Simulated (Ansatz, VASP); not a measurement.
## One calculation of Cd3Ga2O, two programs

```
Cd Ga O
1.0
     4.74884    0.00000    0.00000
    -2.37442    4.11262    0.00000
     0.00000    0.00000    5.89648
Cd Ga O
3 2 1
Direct
  0.00000 0.00000 0.50000
  0.33333 0.66667 0.00000
  0.33333 0.66667 0.50000
  0.66667 0.33333 0.23306
  0.66667 0.33333 0.76694
  0.00000 0.00000 0.00000
```

Change from the starting cell: species swapped into the Ce2NiGe3 type (P-6m2, No. 187).

Alike in both runs: functional PBE; k mesh 6 × 6 × 4; occupations gaussian, width 0.1 eV; no spin polarisation.

Ansatz relaxed the structure, and its values are those at the end. VASP's run is a single point on that final structure, the one shown.

|  | VASP | Ansatz |
| --- | --- | --- |
| version | VASP 6.6.1 | Ansatz 0.2.0 |
| potentials or method | VASP PAW PBE potentials, release 64 (Cd, Ga_d, O), cutoff 520 eV | scalar-relativistic, plane waves, PAW |
| valence electrons in the cell | 68 | 92 |

|  | VASP | Ansatz | Ansatz less VASP |
| --- | --- | --- | --- |
| gap on the k mesh at the Fermi level (eV) | none | none | - |
| pressure (GPa) | 0.4 | 0.1 | -0.32 |
| rms of the force components (eV/Å) | 0.004 | 0.004 | 0.0000 |

A gap of «none» marks a metal or a gap that the smearing closes. VASP's potentials hold 68 valence electrons a cell and Ansatz's 92, so a difference there can come from the potentials and not from the codes.
